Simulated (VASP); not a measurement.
# GaN (P6_3mc) in VASP: relaxation of cell and atoms with PBEsol

Aim: the relaxation of cell and atoms of GaN with PBEsol.

Program: VASP 6.6.1. These are calculated values, not measurements. Logs are shortened: lines on timing, memory, paths and dates and some standing lists are left out, and cuts for length are marked.

### Step 1. The cell of the first run

Symmetry: P6_3mc, No. 186, hexagonal system. The conventional cell has a = 3.180 Å, b = 3.180 Å, c = 5.166 Å, α = 90.00°, β = 90.00°, γ = 120.00°. Within 2.6 Å of Ga (site symmetry 3m) lie 4 N at 1.94 to 1.95 Å. Within 2.6 Å of N (site symmetry 3m) lie 4 Ga at 1.94 to 1.95 Å.

### Step 2. Relaxation of cell and atoms, PBEsol

Input file INCAR:

```
SYSTEM = GaN
ALGO     = Normal         ! electronic algorithm
EDIFF    = 1E-7           ! SCF threshold, eV
EDIFFG   = -0.005         ! ionic threshold
ENCUT    = 600            ! plane-wave cutoff, eV
GGA      = PS             ! functional
IBRION   = 2              ! ionic algorithm
ISIF     = 3              ! what is computed and relaxed
ISMEAR   = 0              ! smearing method
LASPH    = .TRUE.         ! aspherical terms in the spheres
LCHARG   = .FALSE.        ! write CHGCAR
LREAL    = .FALSE.        ! projectors in reciprocal space
LWAVE    = .FALSE.        ! write WAVECAR
NELM     = 100            ! most SCF steps
NSW      = 100            ! ionic steps
PREC     = Accurate       ! precision mode
SIGMA    = 0.02           ! smearing width, eV
```

Input file KPOINTS:

```
k-points
0
G
  12 12 6
  0 0 0
```

Input file POSCAR:

```
GaN
1.0
    3.1800000000      0.0000000000      0.0000000000
   -1.5900000000      2.7539607840      0.0000000000
    0.0000000000      0.0000000000      5.1660000000
Ga N
2 2
Direct
    0.3333333333      0.6666666667      0.0000000000
    0.6666666667      0.3333333333      0.5000000000
    0.3333333333      0.6666666667      0.3750000000
    0.6666666667      0.3333333333      0.8750000000
```

Potentials or basis: VASP PAW PBE potentials, release 64 (Ga_d, N).

Run with:

```sh
cat potpaw_PBE.64/Ga_d/POTCAR potpaw_PBE.64/N/POTCAR > POTCAR
mpirun -np 1 vasp_std > vasp.out
```

OUTCAR:

```text
SYSTEM = GaN
   EDIFF = 1E-7
   EDIFFG = -0.005
   ENCUT = 600
   GGA = PS
   IBRION = 2
   ISIF = 3
   ISMEAR = 0
   LASPH = .TRUE.
   LREAL = .FALSE.
   NELM = 100
   NSW = 100
   PREC = Accurate

 ion  position               nearest neighbor table
   1  0.333  0.667  0.000-   3 1.94   4 1.95   4 1.95   4 1.95
   2  0.667  0.333  0.500-   4 1.94   3 1.95   3 1.95   3 1.95
   3  0.333  0.667  0.375-   1 1.94   2 1.95   2 1.95   2 1.95
   4  0.667  0.333  0.875-   2 1.94   1 1.95   1 1.95   1 1.95

  LATTYP: Found a hexagonal cell.
 ALAT       =     3.1800000000
 C/A-ratio  =     1.6245283019

  Lattice vectors:

 A1 = (   3.1800000000,   0.0000000000,   0.0000000000)
 A2 = (  -1.5900000000,   2.7539607840,   0.0000000000)
 A3 = (   0.0000000000,   0.0000000000,   5.1660000000)

Analysis of symmetry for initial positions (statically):
=====================================================================
 Subroutine PRICEL returns:
 Original cell was already a primitive cell.

 Routine SETGRP: Setting up the symmetry group for a
 hexagonal supercell.

 Subroutine GETGRP returns: Found 12 space group operations
 (whereof  6 operations were pure point group operations)
 out of a pool of 24 trial point group operations.

The static configuration has the point symmetry C_3v.
 The point group associated with its full space group is C_6v.

Analysis of symmetry for dynamics (positions and initial velocities):
=====================================================================
 Subroutine PRICEL returns:
 Original cell was already a primitive cell.

 Routine SETGRP: Setting up the symmetry group for a
 hexagonal supercell.

 Subroutine GETGRP returns: Found 12 space group operations
 (whereof  6 operations were pure point group operations)
 out of a pool of 24 trial point group operations.

The dynamic configuration has the point symmetry C_3v.
 The point group associated with its full space group is C_6v.

 Subroutine INISYM returns: Found 12 space group operations
 (whereof  6 operations are pure point group operations),
 and found     1 'primitive' translations

----------------------------------------------------------------------------------------

                                     Primitive cell

  volume of cell :      45.2417

  direct lattice vectors                    reciprocal lattice vectors
     3.180000000  0.000000000  0.000000000     0.314465409  0.181556688  0.000000000
    -1.590000000  2.753960784  0.000000000     0.000000000  0.363113377  0.000000000
     0.000000000  0.000000000  5.166000000     0.000000000  0.000000000  0.193573364

  length of vectors
     3.180000000  3.180000000  5.166000000     0.363113377  0.363113377  0.193573364

  position of ions in fractional coordinates (direct lattice)
     0.333333333  0.666666667  0.000000000
     0.666666667  0.333333333  0.500000000
     0.333333333  0.666666667  0.375000000
     0.666666667  0.333333333  0.875000000

  ion indices of the primitive-cell ions
   primitive index   ion index
                 1           1
                 2           2
                 3           3
                 4           4

----------------------------------------------------------------------------------------

 KPOINTS: k-points

Automatic generation of k-mesh.
 Grid dimensions read from file:
 generate k-points for:   12   12    6

 Generating k-lattice:

  Cartesian coordinates                     Fractional coordinates (reciprocal lattice)
     0.026205451  0.015129724  0.000000000     0.083333333  0.000000000  0.000000000
     0.000000000  0.030259448  0.000000000     0.000000000  0.083333333  0.000000000
     0.000000000  0.000000000  0.032262227     0.000000000  0.000000000  0.166666667

  Length of vectors
     0.030259448  0.030259448  0.032262227

  Shift w.r.t. Gamma in fractional coordinates (k-lattice)
     0.000000000  0.000000000  0.000000000

 Subroutine IBZKPT returns following result:
 ===========================================

 Found     76 irreducible k-points:

 Following reciprocal coordinates:
            Coordinates               Weight
  0.000000  0.000000  0.000000      1.000000
  0.083333  0.000000  0.000000      6.000000
  0.166667  0.000000  0.000000      6.000000
  0.250000  0.000000  0.000000      6.000000
  0.333333  0.000000  0.000000      6.000000
  0.416667  0.000000  0.000000      6.000000
[... 16 lines left out ...]
  0.250000  0.000000  0.166667     12.000000
  0.333333  0.000000  0.166667     12.000000
 [... further k-points ...]
   k-points           NKPTS =     76   k-points in BZ     NKDIM =     76   number of bands    NBANDS=     22
   number of dos      NEDOS =    301   number of ions     NIONS =      4
   total plane-waves  NPLWV =  32928
   dimension x,y,z NGX =    28 NGY =   28 NGZ =   42
   dimension x,y,z NGXF=    56 NGYF=   56 NGZF=   84
   ions per type =               2   2
   NGX,Y,Z   is equivalent  to a cutoff of  14.64, 14.64, 13.52 a.u.
   NGXF,Y,Z  is equivalent  to a cutoff of  29.28, 29.28, 27.03 a.u.
 SYSTEM =  GaN
   PREC   = accura    normal or accurate (medium, high low for compatibility)
   ISTART =      0    job   : 0-new  1-cont  2-samecut
   ICHARG =      2    charge: 1-file 2-atom 10-const
   ISPIN  =      1    spin polarized calculation?
   LNONCOLLINEAR =      F non collinear calculations
   LSORBIT =      F    spin-orbit coupling
   LASPH  =      T    aspherical Exc in radial PAW
   ENCUT  =  600.0 eV  44.10 Ry    6.64 a.u.   6.35  6.35 10.32*2*pi/ulx,y,z
   NELM   =    100;   NELMIN=  2; NELMDL= -5     # of ELM steps
   EDIFF  = 0.1E-06   stopping-criterion for ELM
   LREAL  =      F    real-space projection
   EDIFFG = -.5E-02   stopping-criterion for IOM
   NSW    =    100    number of steps for IOM
   IBRION =      2    ionic relax: 0-MD 1-quasi-New 2-CG
   NFREE  =      1    steps in history (QN), initial steepest desc. (CG)
   ISIF   =      3    stress and relaxation
   ISYM   =      2    0-nonsym 1-usesym 2-fastsym
   POTIM  = 0.5000    time-step for ionic-motion
   TEBEG  =    0.0;   TEEND  =   0.0 temperature during run
   PSTRESS=    0.0 pullay stress
   NELECT =      36.0000    total number of electrons
   NUPDOWN=      -1.0000    fix difference up-down
   EMIN   =  10.00;   EMAX   =-10.00  energy-range for DOS
   EFERMI =   0.00;   METHOD = LEGACY
   ISMEAR =     0;   SIGMA  =   0.02  broadening in eV -4-tet -1-fermi 0-gaus
   EFERMI_NEDOS =   21; number of points for ismear=-14 and -15
   IALGO  =     38    algorithm
   IMIX   =      4    mixing-type and parameters
     AMIX     =   0.40;   BMIX     =  1.00
     AMIX_MAG =   1.60;   BMIX_MAG =  1.00
  volume/ion in A,a.u.               =      11.31        76.33
  Fermi-wavevector in a.u.,A,eV,Ry     =   1.517036  2.866782 31.312427  2.301398
  Thomas-Fermi vector in A             =   2.626345
   LORBIT       =      0    0 simple, 1 ext, 2 COOP (PROOUT), +10 PAW based schemes
   GGA     = PS    functional components
   LHFCALC =     F    Hartree Fock is set to
   AEXX    =    0.0000 exact exchange contribution
   IVDW    =     0    specifies the selected vdW correction
   LEPSILON=     F    determine dielectric tensor
   LRPA    =     F    only Hartree local field effects (RPA)
 conjugate gradient relaxation of ions
 non-spin polarized calculation
 Gauss-broadening in eV      SIGMA  =   0.02
  energy-cutoff  :      600.00
  volume of cell :       45.24
 maximum number of plane-waves:      1530
 NGX is ok and might be reduce to    28
   NGX = 13   NGY = 13   NGZ = 21

--------------------------------------- Ionic step        1  -------------------------------------------

 number of electron      35.9999995 magnetization

 Free energy of the ion-electron system (eV)
  ---------------------------------------------------
  ext. energy  EPLUGINS =         0.00000000
  ---------------------------------------------------
  free energy    TOTEN  =       -26.26991785 eV

  energy without entropy =      -26.26991785  energy(sigma->0) =      -26.26991785

------------------------ aborting loop because EDIFF is reached ----------------------------------------

  FORCE on cell =-STRESS in cart. coord.  units (eV):
  Direction    XX          YY          ZZ          XY          YZ          ZX
  --------------------------------------------------------------------------------------
  -------------------------------------------------------------------------------------
  Total       -0.0172372     -0.0172372      0.5802581      0.0000000      0.0000000     -0.0000000
  in kB       -0.6104348     -0.6104348     20.5490854      0.0000000      0.0000000     -0.0000000
  external PRESSURE =       6.4427386 kB  Pullay stress =       0.0000000 kB
[... 175 lines left out ...]
  energy  without entropy=      -26.2718909986  energy(sigma->0) =      -26.27189100

--------------------------------------- Ionic step        6  -------------------------------------------

 number of electron      35.9999995 magnetization

 Free energy of the ion-electron system (eV)
  ---------------------------------------------------
  ext. energy  EPLUGINS =         0.00000000
  ---------------------------------------------------
  free energy    TOTEN  =       -26.27189545 eV

  energy without entropy =      -26.27189545  energy(sigma->0) =      -26.27189545

 E-fermi :   5.4064     XC(G=0): -11.9389

 val. band max:        5.2574722772   @ k =   0.0000   0.0000   0.0000
 cond. band min:       7.1636917242   @ k =   0.0000   0.0000   0.0000
 fundamental gap:      1.9062194470
 Fermi energy:         5.4064358855

 k-point     1 :       0.0000    0.0000    0.0000
  band No.  band energies     occupation
      1     -10.7775      2.00000
      2      -9.8019      2.00000
      3      -8.1501      2.00000
      4      -8.1340      2.00000
      5      -8.1340      2.00000
      6      -8.0707      2.00000
[... 574 lines left out ...]
      6      -7.9226      2.00000
[... 14 lines left out ...]
     21      12.2193      0.00000
     22      13.4848      0.00000

 [... further k-points ...]
[... 5 lines left out ...]
  --------------------------------------------------------------------------------------
  -------------------------------------------------------------------------------------
  Total       -0.0074989     -0.0074989      0.0073495      0.0000000      0.0000000      0.0000000
  in kB       -0.2646500     -0.2646500      0.2593788      0.0000000      0.0000000      0.0000000
  external PRESSURE =      -0.0899737 kB  Pullay stress =       0.0000000 kB
[... 19 lines left out ...]
  FREE ENERGIE OF THE ION-ELECTRON SYSTEM (eV)
  ---------------------------------------------------
  free  energy   TOTEN  =       -26.2718954514 eV

  energy  without entropy=      -26.2718954514  energy(sigma->0) =      -26.27189545

 reached required accuracy - stopping structural energy minimisation
```

Wall time 2.6 min (1 thread of Intel Xeon 6975P-C (Granite Rapids), shared host); peak memory 0.23 GiB.

What came out:

```
Free energy                           : -26.2719 eV
Relaxed volume                        : 11.35 Å³/atom
Relaxed cell                          : a = 3.180 Å, b = 3.180 Å, c = 5.182 Å, α = 90.00°, β = 90.00°, γ = 120.00°
Space group after relaxing (to 0.1 Å) : P6_3mc (No. 186)
Energy gained by relaxing             : 0.5 meV/atom
Ionic steps                           : 6
Pressure after relaxing               : 0.0 GPa
Largest force after relaxing          : 0.003 eV/Å
Band gap on the k mesh                : 1.91 eV
```

Forces in eV/Å, atoms in the order of the input:
```
Ga   0.000  0.000 -0.003
Ga   0.000  0.000 -0.003
N    0.000  0.000  0.003
N    0.000  0.000  0.003
```

The path:
```
step  energy change (eV)  largest force (eV/Å)  pressure (GPa)  volume (Å³)
   1              0.0000                0.1310            0.64        45.24
   2             -0.0005                0.0881           -0.53        45.54
   3             -0.0020                0.0087           -0.04        45.40
   4             -0.0020                0.0113            0.01        45.40
   5             -0.0020                0.0066           -0.01        45.40
   6             -0.0020                0.0032           -0.01        45.40
```

Final structure:
```
Ga N
1.0
     3.18047    0.00000    0.00000
    -1.59023    2.75436    0.00000
     0.00000    0.00000    5.18231
Ga N
2 2
Direct
  0.33333 0.66667 0.99923
  0.66667 0.33333 0.49923
  0.33333 0.66667 0.37577
  0.66667 0.33333 0.87577
```

Levels at points of the mesh, in eV from the valence-band top:
```tsv
k point	band 16	band 17	band 18	band 19	band 20	band 21
(0.00, 0.00, 0.00)	-0.05	0.00	0.00	1.91	4.22	9.13
(0.50, 0.00, 0.00)	-2.79	-2.26	-1.02	4.95	5.53	5.95
(0.00, 0.00, 0.50)	-0.54	-0.54	-0.54	4.23	4.23	8.39
(0.50, 0.00, 0.50)	-1.98	-1.93	-1.93	4.31	4.31	7.72
```

Caveat: the PAW data sets were made with another functional, which shifts forces and pressure a little. Zero-point motion and thermal expansion aren't in these numbers.
